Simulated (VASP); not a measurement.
# Sn3Se (I4/mmm) in VASP: single point with PBEsol

Aim: the single point of Sn3Se with PBEsol.

Everything below comes from runs of VASP 6.6.1. Logs are shortened: lines on timing, memory, paths and dates and some standing lists are left out, and cuts for length are marked.

## (1) The cell of the first run

It takes space group I4/mmm (No. 139, tetragonal). The conventional cell has a = 5.173 Å, b = 5.173 Å, c = 8.048 Å, α = 90.00°, β = 90.00°, γ = 90.00°. Within 4.3 Å of Sn (site symmetry -4m2) lie 10 Sn at 3.28 to 4.02 Å and 4 Se at 3.28 Å. Within 4.3 Å of Sn (site symmetry 4/mmm) lie 8 Sn at 3.28 Å and 6 Se at 3.66 to 4.02 Å. Se (site symmetry 4/mmm) has 14 Sn at 3.28 to 4.02 Å within 4.3 Å.

## (2) Single point, PBEsol (strain +0.1000 x Voigt [0, 0, 1, 0, 0, 0])

INCAR

```
SYSTEM = Sn3Se
  PREC = Accurate
  ENCUT = 520
  EDIFF = 1E-6
  ISMEAR = 0
  SIGMA = 0.15
  LREAL = .False.
  LASPH = .True.
  NELM = 60
  ALGO = Normal
  ISIF = 2
  LWAVE = .False.
  LCHARG = .True.
  GGA = PS
  LELF = .True.
  LVHAR = .True.
  NBANDS = 32
```

KPOINTS

```
regular mesh
0
Gamma
  12 12 12
  0 0 0
```

POSCAR

```
Sn3Se
1.0
    0.0000000000      3.6581854746      4.0240040221
    3.6581854746      0.0000000000      4.0240040221
    3.6581854746      3.6581854746      0.0000000000
Sn Se
3 1
Direct
    0.2500000000      0.2500000000      0.2500000000
    0.7500000000      0.7500000000      0.7500000000
    0.5000000000      0.5000000000      0.5000000000
    0.0000000000      0.0000000000      0.0000000000
```

Potentials or basis: VASP PAW PBE potentials, release 64 (Sn_d, Se).

Run with:

```sh
$ cat potpaw_PBE.64/Sn_d/POTCAR potpaw_PBE.64/Se/POTCAR > POTCAR
$ mpirun -np 1 vasp_std > vasp.out
```

OUTCAR:

```text
SYSTEM = Sn3Se
   PREC = Accurate
   ENCUT = 520
   EDIFF = 1E-6
   ISMEAR = 0
   LREAL = .False.
   LASPH = .True.
   NELM = 60
   ISIF = 2
   GGA = PS

 ion  position               nearest neighbor table
   1  0.250  0.250  0.250-   3 3.28   3 3.28   3 3.28   3 3.28   2 3.66   2 3.66   2 3.66   2 3.66

   2  0.750  0.750  0.750-   3 3.28   3 3.28   3 3.28   3 3.28   1 3.66   1 3.66   1 3.66   1 3.66

   3  0.500  0.500  0.500-   1 3.28   1 3.28   1 3.28   2 3.28   2 3.28   2 3.28   1 3.28   2 3.28

   4  0.000  0.000  0.000-

  LATTYP: Found a body centered tetragonal cell.
 ALAT       =     5.1734555119
 C/A-ratio  =     1.5556349186

  Lattice vectors:

 A1 = (  -3.6581854746,   0.0000000000,   4.0240040221)
 A2 = (   3.6581854746,   0.0000000000,   4.0240040221)
 A3 = (   0.0000000000,   3.6581854746,  -4.0240040221)

Analysis of symmetry for initial positions (statically):
=====================================================================
 Subroutine PRICEL returns:
 Original cell was already a primitive cell.

 Routine SETGRP: Setting up the symmetry group for a
 body centered tetragonal supercell.

 Subroutine GETGRP returns: Found 16 space group operations
 (whereof 16 operations were pure point group operations)
 out of a pool of 16 trial point group operations.

The static configuration has the point symmetry D_4h.

Analysis of symmetry for dynamics (positions and initial velocities):
=====================================================================
 Subroutine PRICEL returns:
 Original cell was already a primitive cell.

 Routine SETGRP: Setting up the symmetry group for a
 body centered tetragonal supercell.

 Subroutine GETGRP returns: Found 16 space group operations
 (whereof 16 operations were pure point group operations)
 out of a pool of 16 trial point group operations.

The dynamic configuration has the point symmetry D_4h.

 Subroutine INISYM returns: Found 16 space group operations
 (whereof 16 operations are pure point group operations),
 and found     1 'primitive' translations

----------------------------------------------------------------------------------------

                                     Primitive cell

  volume of cell :     107.7010

  direct lattice vectors                    reciprocal lattice vectors
     0.000000000  3.658185475  4.024004022    -0.136679784  0.136679784  0.124254349
     3.658185475  0.000000000  4.024004022     0.136679784 -0.136679784  0.124254349
     3.658185475  3.658185475  0.000000000     0.136679784  0.136679784 -0.124254349

  length of vectors
     5.438283676  5.438283676  5.173455512     0.229786575  0.229786575  0.229786575

  position of ions in fractional coordinates (direct lattice)
     0.250000000  0.250000000  0.250000000
     0.750000000  0.750000000  0.750000000
     0.500000000  0.500000000  0.500000000
     0.000000000  0.000000000  0.000000000

  ion indices of the primitive-cell ions
   primitive index   ion index
                 1           1
                 2           2
                 3           3
                 4           4

----------------------------------------------------------------------------------------

 KPOINTS: regular mesh

Automatic generation of k-mesh.
 Grid dimensions read from file:
 generate k-points for:   12   12   12

 Generating k-lattice:

  Cartesian coordinates                     Fractional coordinates (reciprocal lattice)
    -0.011389982  0.011389982  0.010354529     0.083333333  0.000000000  0.000000000
     0.011389982 -0.011389982  0.010354529     0.000000000  0.083333333  0.000000000
     0.011389982  0.011389982 -0.010354529     0.000000000  0.000000000  0.083333333

  Length of vectors
     0.019148881  0.019148881  0.019148881

  Shift w.r.t. Gamma in fractional coordinates (k-lattice)
     0.000000000  0.000000000  0.000000000

 Subroutine IBZKPT returns following result:
 ===========================================

 Found    163 irreducible k-points:

 Following reciprocal coordinates:
            Coordinates               Weight
  0.000000  0.000000  0.000000      1.000000
  0.083333  0.000000  0.000000      8.000000
  0.166667  0.000000  0.000000      8.000000
  0.250000  0.000000  0.000000      8.000000
  0.333333  0.000000  0.000000      8.000000
  0.416667  0.000000  0.000000      8.000000
[... 16 lines left out ...]
  0.500000  0.166667  0.000000      8.000000
 -0.416667  0.166667  0.000000      8.000000
 [... further k-points ...]
   k-points           NKPTS =    163   k-points in BZ     NKDIM =    163   number of bands    NBANDS=     32
   number of dos      NEDOS =    301   number of ions     NIONS =      4
   total plane-waves  NPLWV =  64000
   dimension x,y,z NGX =    40 NGY =   40 NGZ =   40
   dimension x,y,z NGXF=    80 NGYF=   80 NGZF=   80
   ions per type =               3   1
   NGX,Y,Z   is equivalent  to a cutoff of  12.23, 12.23, 12.85 a.u.
   NGXF,Y,Z  is equivalent  to a cutoff of  24.46, 24.46, 25.71 a.u.
 SYSTEM =  Sn3Se
   PREC   = accura    normal or accurate (medium, high low for compatibility)
   ISTART =      0    job   : 0-new  1-cont  2-samecut
   ICHARG =      2    charge: 1-file 2-atom 10-const
   ISPIN  =      1    spin polarized calculation?
   LNONCOLLINEAR =      F non collinear calculations
   LSORBIT =      F    spin-orbit coupling
   LASPH  =      T    aspherical Exc in radial PAW
   ENCUT  =  520.0 eV  38.22 Ry    6.18 a.u.  10.11 10.11  9.62*2*pi/ulx,y,z
   NELM   =     60;   NELMIN=  2; NELMDL= -5     # of ELM steps
   EDIFF  = 0.1E-05   stopping-criterion for ELM
   LREAL  =      F    real-space projection
   EDIFFG = 0.1E-04   stopping-criterion for IOM
   NSW    =      0    number of steps for IOM
   IBRION =     -1    ionic relax: 0-MD 1-quasi-New 2-CG
   NFREE  =      0    steps in history (QN), initial steepest desc. (CG)
   ISIF   =      2    stress and relaxation
   ISYM   =      2    0-nonsym 1-usesym 2-fastsym
   POTIM  = 0.5000    time-step for ionic-motion
   TEBEG  =    0.0;   TEEND  =   0.0 temperature during run
   PSTRESS=    0.0 pullay stress
   NELECT =      48.0000    total number of electrons
   NUPDOWN=      -1.0000    fix difference up-down
   EMIN   =  10.00;   EMAX   =-10.00  energy-range for DOS
   EFERMI =   0.00;   METHOD = LEGACY
   ISMEAR =     0;   SIGMA  =   0.15  broadening in eV -4-tet -1-fermi 0-gaus
   EFERMI_NEDOS =   21; number of points for ismear=-14 and -15
   IALGO  =     38    algorithm
   IMIX   =      4    mixing-type and parameters
     AMIX     =   0.40;   BMIX     =  1.00
     AMIX_MAG =   1.60;   BMIX_MAG =  1.00
  volume/ion in A,a.u.               =      26.93       181.70
  Fermi-wavevector in a.u.,A,eV,Ry     =   1.250495  2.363093 21.275944  1.563738
  Thomas-Fermi vector in A             =   2.384487
   LORBIT       =      0    0 simple, 1 ext, 2 COOP (PROOUT), +10 PAW based schemes
   GGA     = PS    functional components
   LHFCALC =     F    Hartree Fock is set to
   AEXX    =    0.0000 exact exchange contribution
   IVDW    =     0    specifies the selected vdW correction
   LEPSILON=     F    determine dielectric tensor
   LRPA    =     F    only Hartree local field effects (RPA)
 non-spin polarized calculation
 Gauss-broadening in eV      SIGMA  =   0.15
  energy-cutoff  :      520.00
  volume of cell :      107.70
 maximum number of plane-waves:      2954
   NGX = 21   NGY = 21   NGZ = 19

 number of electron      48.0000000 magnetization

 Free energy of the ion-electron system (eV)
  ---------------------------------------------------
  ext. energy  EPLUGINS =         0.00000000
  ---------------------------------------------------
  free energy    TOTEN  =       -16.54747536 eV

  energy without entropy =      -16.51869288  energy(sigma->0) =      -16.53308412

 E-fermi :   6.6991     XC(G=0): -10.2737

 val. band max:        6.6948974354   @ k =  -0.3333   0.0833   0.3333
 cond. band min:       6.7045789983   @ k =  -0.2500   0.4167   0.2500
 fundamental gap:      0.0096815629
 Fermi energy:         6.6991225871

 k-point     1 :       0.0000    0.0000    0.0000
  band No.  band energies     occupation
      1     -14.7998      2.00000
      2     -14.7829      2.00000
      3     -14.7622      2.00000
      4     -14.7571      2.00000
      5     -14.7571      2.00000
      6     -14.7549      2.00000
[... 24 lines left out ...]
     31      12.6913      0.00000
     32      13.0637      0.00000

 k-point     2 :       0.0833    0.0000    0.0000
  band No.  band energies     occupation
      1     -14.7977      2.00000
      2     -14.7814      2.00000
      3     -14.7656      2.00000
      4     -14.7610      2.00000
      5     -14.7597      2.00000
      6     -14.7516      2.00000
[... 24 lines left out ...]
     31      12.4177      0.00000
     32      12.8840      0.00000

 k-point     3 :       0.1667    0.0000    0.0000
  band No.  band energies     occupation
      1     -14.7917      2.00000
      2     -14.7772      2.00000
      3     -14.7698      2.00000
      4     -14.7660      2.00000
      5     -14.7620      2.00000
      6     -14.7482      2.00000
[... 24 lines left out ...]
     31      11.8760      0.00000
     32      12.7208      0.00000

 k-point     4 :       0.2500    0.0000    0.0000
  band No.  band energies     occupation
      1     -14.7821      2.00000
      2     -14.7731      2.00000
      3     -14.7710      2.00000
      4     -14.7683      2.00000
      5     -14.7644      2.00000
      6     -14.7454      2.00000
[... 654 lines left out ...]
     31      12.1331      0.00000
     32      13.5301      0.00000

 k-point    23 :       0.5000    0.1667    0.0000
  band No.  band energies     occupation
      1     -14.7827      2.00000
      2     -14.7703      2.00000
      3     -14.7650      2.00000
      4     -14.7631      2.00000
      5     -14.7523      2.00000
      6     -14.7437      2.00000
[... 24 lines left out ...]
     31      11.9879      0.00000
     32      14.5249      0.00000

 k-point    24 :      -0.4167    0.1667    0.0000
  band No.  band energies     occupation
      1     -14.7802      2.00000
      2     -14.7695      2.00000
      3     -14.7611      2.00000
      4     -14.7527      2.00000
      5     -14.7488      2.00000
      6     -14.7434      2.00000
[... 24 lines left out ...]
     31      12.0135      0.00000
     32      15.0544      0.00000

 [... further k-points ...]

------------------------ aborting loop because EDIFF is reached ----------------------------------------

  FORCE on cell =-STRESS in cart. coord.  units (eV):
  Direction    XX          YY          ZZ          XY          YZ          ZX
  --------------------------------------------------------------------------------------
  -------------------------------------------------------------------------------------
  Total       -2.8485046     -2.8485046     -3.0524561      0.0000000      0.0000000      0.0000000
  in kB      -42.3748000    -42.3748000    -45.4088153      0.0000000      0.0000000      0.0000000
  external PRESSURE =     -43.3861384 kB  Pullay stress =       0.0000000 kB

 VOLUME and BASIS-vectors are now :
 -----------------------------------------------------------------------------
  energy-cutoff  :      520.00
  volume of cell :      107.70
      direct lattice vectors                 reciprocal lattice vectors
     0.000000000  3.658185475  4.024004022    -0.136679784  0.136679784  0.124254349
     3.658185475  0.000000000  4.024004022     0.136679784 -0.136679784  0.124254349
     3.658185475  3.658185475  0.000000000     0.136679784  0.136679784 -0.124254349

 POSITION                                       TOTAL-FORCE (eV/Angst)
 -----------------------------------------------------------------------------------
      1.82909      1.82909      2.01200         0.000000      0.000000     -0.000000
      5.48728      5.48728      6.03601        -0.000000     -0.000000      0.000000
      3.65819      3.65819      4.02400        -0.000000      0.000000     -0.000000
      0.00000      0.00000      0.00000        -0.000000      0.000000     -0.000000
 -----------------------------------------------------------------------------------
    total drift:                               -0.000000     -0.000000      0.000000

  FREE ENERGIE OF THE ION-ELECTRON SYSTEM (eV)
  ---------------------------------------------------
  free  energy   TOTEN  =       -16.5474753631 eV

  energy  without entropy=      -16.5186928819  energy(sigma->0) =      -16.53308412
```

Wall time 5.3 min (1 thread of Intel Xeon Platinum 8559C (Emerald Rapids), shared host); peak memory 0.57 GiB.

What came out:

- Free energy: -16.5475 eV
- Pressure: -4.3 GPa
- Band gap on the k mesh: zero (bands 24 and 25 overlap by 2.24 eV)

Stress tensor (GPa, compression positive):
```
-4.24  0.00  0.00
 0.00 -4.24  0.00
 0.00  0.00 -4.54
```

Caveat: the cell differs from its parent crystal (strain +0.1000 x Voigt [0, 0, 1, 0, 0, 0]); the cell stands under tension; the PAW data sets were made with another functional, which shifts forces and pressure a little; spin-orbit coupling is left out, which moves the levels of the heavy elements.
